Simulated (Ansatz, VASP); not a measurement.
## Sn: VASP beside Ansatz

```xyz
1
Lattice="-1.7043 1.7540 2.3383 1.7043 -1.7540 2.3383 1.7487 1.7971 -2.3383" Properties=species:S:1:pos:R:3 pbc="T T T"
Sn    0.0000    0.0000    0.0000
```

Change from the starting cell: strain +0.0250 x Voigt [0, 0, 0, 0, 0, 1], atoms carried along.

Alike in both runs: task single point; functional PBEsol; k mesh 20 × 20 × 20; occupations gaussian, width 0.15 eV; no spin polarisation.

|  | VASP | Ansatz |
| --- | --- | --- |
| version | VASP 6.6.1 | Ansatz 0.2.0 |
| potentials or method | VASP PAW PBE potentials, release 64 (Sn_d), cutoff 520 eV | scalar-relativistic, plane waves, PAW |
| valence electrons in the cell | 14 | 14 |

|  | VASP | Ansatz | Ansatz less VASP |
| --- | --- | --- | --- |
| gap on the k mesh at the Fermi level (eV) | none | none | - |
| pressure (GPa) | -3.6 | -3.6 | +0.06 |
| traceless stress, the component that is largest in VASP (GPa) | 0.35 | 0.35 | +0.001 |

VASP's potentials were made for PBE, not for PBEsol. A gap of «none» marks a metal or a gap that the smearing closes.
